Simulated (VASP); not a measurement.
A run of VASP 6.6.1:

The input INCAR:

```
SYSTEM = Hf
PREC = Accurate ; ENCUT = 520
EDIFF = 1E-8 ; ISMEAR = -1
SIGMA = 0.08 ; LREAL = .FALSE.
LASPH = .TRUE. ; NELM = 60
ALGO = Normal ; ISIF = 2
LWAVE = .FALSE. ; LCHARG = .FALSE.
GGA = PS ; LEFG = .TRUE.
NBANDS = 11
```

KPOINTS

```
Automatic mesh
0
G
  16 16 16
  0 0 0
```

The input POSCAR:

```
Hf
1.0
   -1.8050000000      1.8050000000      1.8050000000
    1.8050000000     -1.8050000000      1.8050000000
    1.8050000000      1.8050000000     -1.8050000000
Hf
1
Direct
    0.0000000000      0.0000000000      0.0000000000
```

Potentials or basis: VASP PAW PBE potentials, release 64 (Hf_pv).

The run is started by

```sh
$ cat potpaw_PBE.64/Hf_pv/POTCAR > POTCAR
$ mpirun -np 1 vasp_std > vasp.out
```

Hardware: 1 thread of Intel(R) Xeon(R) 6975P-C (Granite Rapids), on a shared host.

Task: Estimate the wall time of this run.

Result: Run time: 13 s on 1 thread of Intel(R) Xeon(R) 6975P-C (Granite Rapids), on a shared host, peak memory 0.16 GiB. Counts: scf iterations 14, k points 145.
